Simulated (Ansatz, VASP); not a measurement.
## Sb: VASP beside Ansatz

Contents of POSCAR:

```
Sb
1.0
    0.0000000000      2.4484740044      2.4484740044
    2.4484740044      0.0000000000      2.4484740044
    2.4484740044      2.4484740044      0.0000000000
Sb
1
Direct
    0.0000000000      0.0000000000      0.0000000000
```

File INCAR.step1:

```
  PREC = Accurate
  ENCUT = 520
  ISMEAR = -1
  SIGMA = 0.1
  LREAL = F
  LASPH = T
  NELM = 60
  NBANDS = 8
  GGA = PE
  ALGO = Normal
  EDIFF = 1E-4
  LWAVE = T
  LCHARG = F
```

INCAR.step2

```
  PREC = Accurate
  ENCUT = 520
  EDIFF = 1E-6
  ISMEAR = -1
  SIGMA = 0.1
  LREAL = F
  LASPH = T
  NELM = 60
  ALGO = Normal
  ISIF = 2
  LWAVE = F
  LCHARG = F
  METAGGA = R2SCAN
  LMIXTAU = T
  NBANDS = 8
  ISTART = 1
```

Contents of KPOINTS:

```
Automatic mesh
0
Gamma
  13 13 13
```

Input for Ansatz:

```yaml
crystal:
  lattice:
    - [0.0, 2.4484740044, 2.4484740044]
    - [2.4484740044, 0.0, 2.4484740044]
    - [2.4484740044, 2.4484740044, 0.0]
  atoms:
    - { symbol: Sb, position: [0.0, 0.0, 0.0] }
hamiltonian:
  xc: r2scan
  pseudopotentials:
    kind: paw
    azcp:
      Sb: "pseudopotentials/Sb.paw.azcp"
basis:
  ecutwfc: 500
  fft_grid_basis: typed
kpoints:
  mp_grid: { grid: [13, 13, 13], shift: [0, 0, 0] }
magnetization:
  spin_polarized: false
scf:
  occupations: { method: fermi_dirac, width: 0.1 }
  lower_state_search: "off"
output:
  stress: true
  write_density: true
  write_potential: true
  elf: true
  volumetric_format: npy
```

Alike in both runs: task single point; functional r2SCAN; k mesh 13 × 13 × 13; occupations fermi-dirac, width 0.1 eV; no spin polarisation.

```csv
,VASP,Ansatz
version,VASP 6.6.1,Ansatz 0.2.0
potentials or method,"VASP PAW PBE potentials, release 64 (Sb), cutoff 520 eV","plane waves (500 eV) with PAW, scalar-relativistic"
valence electrons in the cell,5,15
```

|  | VASP | Ansatz | Ansatz less VASP |
| --- | --- | --- | --- |
| pressure (GPa) | -4.0 | -3.9 | +0.11 |

VASP's potentials were made for PBE, not for r2SCAN. With one functional, cell and mesh, what is left measures potentials, basis and numerics. VASP's potentials hold 5 valence electrons a cell and Ansatz's 15, so a difference there can come from the potentials and not from the codes.

Spin-orbit coupling is off throughout.
